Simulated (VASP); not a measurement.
Write the native input for VASP 6.6.1 that does the following.

- Task: single point
- Functional: r2SCAN
- Potentials or basis: VASP PAW PBE potentials, release 64 (Sr_sv, Be, O)
- Cutoff: 520 eV
- k mesh: 4 × 4 × 3, shifted
- Occupations: fermi-dirac, width 0.1131 eV
- Spin: no spin polarisation
- Dipole correction: no
- Further INCAR settings: ALGO = Normal; EDIFF = 1e-06; NBANDS = 53

Sr3Be2O8:

```
Sr Be O
1.0
     2.79041    4.79648   -0.07981
    -2.73775    4.76607   -0.04087
    -0.06474   -3.27195    6.74455
Sr Be O
3 2 8
Direct
  0.01628 0.98648 0.01795
  0.20907 0.23349 0.60438
  0.80016 0.80689 0.38585
  0.37645 0.39343 0.20447
  0.59682 0.58908 0.78553
  0.31085 0.33582 0.97783
  0.69155 0.66312 0.01240
  0.75809 0.19966 0.66835
  0.73670 0.73310 0.70076
  0.24304 0.74014 0.69386
  0.26764 0.76235 0.32685
  0.78720 0.24825 0.31708
  0.24452 0.32040 0.33918
```

These files were run (other wordings do the same):

POSCAR

```
Sr3Be2O8
1.0
    2.7904141600      4.7964756400     -0.0798100500
   -2.7377518100      4.7660720000     -0.0408681600
   -0.0647447400     -3.2719499700      6.7445530100
Sr Be O
3 2 8
Direct
    0.0162810000      0.9864780000      0.0179530000
    0.2090680000      0.2334930000      0.6043820000
    0.8001610000      0.8068860000      0.3858500000
    0.3764470000      0.3934280000      0.2044730000
    0.5968160000      0.5890760000      0.7855350000
    0.3108490000      0.3358190000      0.9778310000
    0.6915480000      0.6631210000      0.0123980000
    0.7580860000      0.1996610000      0.6683460000
    0.7367020000      0.7330950000      0.7007610000
    0.2430370000      0.7401400000      0.6938640000
    0.2676380000      0.7623480000      0.3268480000
    0.7872000000      0.2482490000      0.3170810000
    0.2445210000      0.3204000000      0.3391750000
```

INCAR.step1

```
ALGO = Normal ; EDIFF = 1E-4
ENCUT = 520 ; GGA = PE
ISMEAR = -1 ; LASPH = T
LCHARG = F ; LREAL = F
LWAVE = T ; NBANDS = 53
NELM = 100 ; PREC = Accurate
SIGMA = 0.1131
```

INCAR.step2

```
ALGO = Normal ; EDIFF = 1E-6
ENCUT = 520 ; ISIF = 2
ISMEAR = -1 ; ISTART = 1
LASPH = T ; LCHARG = F
LMIXTAU = T ; LREAL = F
LWAVE = F ; METAGGA = R2SCAN
NBANDS = 53 ; NELM = 100
PREC = Accurate ; SIGMA = 0.1131
```

KPOINTS

```
Automatic mesh
0
Gamma
  4 4 3
  0 0 0.5
```

Potentials or basis: VASP PAW PBE potentials, release 64 (Sr_sv, Be, O).

Run with:

```bash
$ cat potpaw_PBE.64/Sr_sv/POTCAR potpaw_PBE.64/Be/POTCAR potpaw_PBE.64/O/POTCAR > POTCAR
$ cp INCAR.step1 INCAR
$ mpirun -np 1 vasp_std > vasp.out
$ cp INCAR.step2 INCAR
$ mpirun -np 1 vasp_std > vasp.out
```

Results of the run:

```json
{
  "Pressure": "-6.1 GPa",
  "Largest force": "2.475 eV/Å",
  "Band gap on the k mesh": "zero (bands 41 and 42 overlap by 0.30 eV)"
}
```

Caveat: the stress differs along the axes, from -9 to -2 GPa; semilocal functionals underestimate gaps, and a narrow one can read as zero; the PAW data sets were made with another functional, which shifts forces and pressure a little.

Run time: 27 min on 1 thread of Intel(R) Xeon(R) Platinum 8488C (Sapphire Rapids), with other jobs on the host, peak memory 0.44 GiB.
